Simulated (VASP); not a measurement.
CO2: single point with PBE

The system is CO2.

```xyz
12
Lattice="6.0703 0.0000 0.0000 0.0000 6.0703 0.0000 0.0000 0.0000 5.6466" Properties=species:S:1:pos:R:3 pbc="T T T"
C     0.0000    0.0000    0.0000
C     3.0351    0.0000    2.8233
C     3.0351    3.0351    0.0000
C     0.0000    3.0351    2.8233
O     0.6767    0.6767    0.6295
O     2.3584    5.3936    3.4528
O     3.7119    2.3584    5.0171
O     5.3936    3.7119    2.1938
O     5.3936    5.3936    5.0171
O     3.7119    0.6767    2.1938
O     2.3584    3.7119    0.6295
O     0.6767    2.3584    3.4528
```

```yaml
Program: VASP 6.6.1
Task: single point
Functional: PBE
Potentials_or_basis: VASP PAW PBE potentials, release 64 (C, O)
Cutoff: 520 eV
k_mesh: 4 × 4 × 4
Occupations: gaussian, width 0.05 eV
Spin: no spin polarisation
Dipole_correction: no
Further_INCAR_settings: ALGO = Normal; EDIFF = 1e-06; NBANDS = 44
```

| Property | Result |
| --- | --- |
| Pressure | 8.0 GPa |
| Largest force | 3.424 eV/Å |
| Band gap on the k mesh | 6.78 eV |

Forces on the atoms (eV/Å):
```
C    0.000  0.000  0.000
C    0.000  0.000  0.000
C    0.000  0.000  0.000
C    0.000  0.000  0.000
O    2.024  2.012  1.892
O   -2.024 -2.012  1.892
O    2.024 -2.012 -1.892
O   -2.024  2.012 -1.892
O   -2.024 -2.012 -1.892
O    2.024  2.012 -1.892
O   -2.024  2.012  1.892
O    2.024 -2.012  1.892
```

Stress tensor (GPa, compression positive):
```
8.22 0.00 0.00
0.00 8.25 0.00
0.00 0.00 7.41
```

Levels at points of the mesh, in eV from the valence-band top:
```csv
k point,band 28,band 29,band 30,band 31,band 32,band 33,band 34,band 35,band 36,band 37
"(0.00, 0.00, 0.00)",-0.19,-0.16,-0.16,-0.11,0.00,6.78,8.51,8.55,8.63,8.63
"(0.50, 0.00, 0.00)",-0.28,-0.24,-0.24,-0.08,-0.08,8.05,8.05,8.43,8.43,8.76
"(0.00, 0.50, 0.00)",-0.28,-0.24,-0.24,-0.10,-0.10,8.05,8.05,8.51,8.51,8.71
"(0.50, 0.50, 0.00)",-0.25,-0.24,-0.24,-0.24,-0.24,8.43,8.43,8.43,8.43,8.98
"(0.00, 0.00, 0.50)",-0.26,-0.23,-0.23,-0.12,-0.12,8.24,8.24,8.48,8.48,8.76
"(0.50, 0.00, 0.50)",-0.27,-0.22,-0.22,-0.22,-0.22,8.42,8.42,8.42,8.42,9.04
"(0.00, 0.50, 0.50)",-0.28,-0.20,-0.20,-0.20,-0.20,8.44,8.44,8.44,8.44,9.03
"(0.50, 0.50, 0.50)",-0.29,-0.21,-0.21,-0.21,-0.21,8.52,8.52,8.52,8.52,9.18
```

It took 4.5 min on 1 thread of AMD EPYC 9755 128-Core Processor, with other jobs on the host, peak memory 0.35 GiB.

Caveat: the cell stands under pressure; this functional lacks dispersion, which holds the molecules together, so the pressure and a relaxed volume are unreliable; forces of over 1 eV/Å act on the atoms, so gaps and moduli don't describe the material at rest. A k mesh can miss the band edges.
